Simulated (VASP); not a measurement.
A run of VASP 6.6.1 is set up as follows.

The input INCAR:

```
ALGO = Normal
EDIFF = 1E-6
ENCUT = 520
GGA = PE
ISIF = 2
ISMEAR = -1
LASPH = True
LCHARG = False
LREAL = False
LWAVE = False
NBANDS = 16
NELM = 80
PREC = Accurate
SIGMA = 0.1
```

KPOINTS

```
k-points
0
Gamma
  12 12 12
```

Contents of POSCAR:

```
TiN
1.0
    0.0000000000      2.1047780950      2.1047780950
    2.1047780950      0.0000000000      2.1047780950
    2.1047780950      2.1047780950      0.0000000000
Ti N
1 1
Direct
    0.0000000000      0.0000000000      0.0000000000
    0.5000000000      0.5000000000      0.5000000000
```

Potentials or basis: VASP PAW PBE potentials, release 64 (Ti_sv, N).

Launch:

```bash
$ cat potpaw_PBE.64/Ti_sv/POTCAR potpaw_PBE.64/N/POTCAR > POTCAR
$ mpirun -np 1 vasp_std > vasp.out
```

Problem. Predict the pressure.

Solution. 8.3 GPa.
